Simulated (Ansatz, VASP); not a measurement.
# Ge: VASP beside Ansatz

```xyz
2
Lattice="0.0000 2.8474 2.8474 2.8474 0.0000 2.8474 2.8474 2.8474 0.0000" Properties=species:S:1:pos:R:3 pbc="T T T"
Ge    0.0000    0.0000    0.0000
Ge    1.4237    1.4237    1.4237
```

Change from the starting cell: volume scaled by 1.02, ions relaxed.

Alike in both runs: functional PBE; k mesh 14 × 14 × 14; occupations fermi-dirac, width 0.05 eV; no spin polarisation.

Ansatz relaxed the structure, and its values are those at the end. VASP's run is a single point on that final structure, the one shown.

|  | VASP | Ansatz |
| --- | --- | --- |
| version | VASP 6.6.1 | Ansatz 0.2.0 |
| potentials or method | VASP PAW PBE potentials, release 64 (Ge_d) | plane-wave PAW, scalar-relativistic |
| plane-wave cutoff (eV) | 520 | 420 |
| valence electrons in the cell | 28 | 28 |

VASP gave:

- pressure (GPa): 2.1

Task: Which values does Ansatz return?

Result: Pressure (GPa): 2.2.

With one functional, cell and mesh, what is left measures potentials, basis and numerics. Ansatz's warnings: stress scf threshold loose.
